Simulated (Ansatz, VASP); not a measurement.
# One calculation of CaO, two programs

```
CELL_PARAMETERS angstrom
0.07538 2.40100 2.40100
2.40100 0.07538 2.40100
2.40100 2.40100 0.07538
ATOMIC_POSITIONS crystal
Ca 0.00000 0.00000 0.00000
O 0.50000 0.50000 0.50000
```

Change from the starting cell: epitaxial_111 strain -3.0%.

Alike in both runs: task single point; functional r2SCAN; k mesh 10 × 10 × 10; no spin polarisation.

```csv
,VASP,Ansatz
version,VASP 6.6.1,Ansatz 0.2.0
potentials or method,"VASP PAW PBE potentials, release 64 (Ca_sv, O)","plane waves, PAW"
plane-wave cutoff (eV),520,500
occupations,"gaussian, width 0.01 eV",fixed
valence electrons in the cell,16,16
```

Ansatz gave:

* gap on the k mesh at the Fermi level (eV): 4.11
* pressure (GPa): 5.5
* traceless stress, the component that is largest in VASP (GPa): -2.75

What did VASP give for the same quantities?

gap on the k mesh at the Fermi level (eV): 4.09; pressure (GPa): 6.8; traceless stress, the component that is largest in VASP (GPa): -2.72.

VASP's potentials were made for PBE, not for r2SCAN.
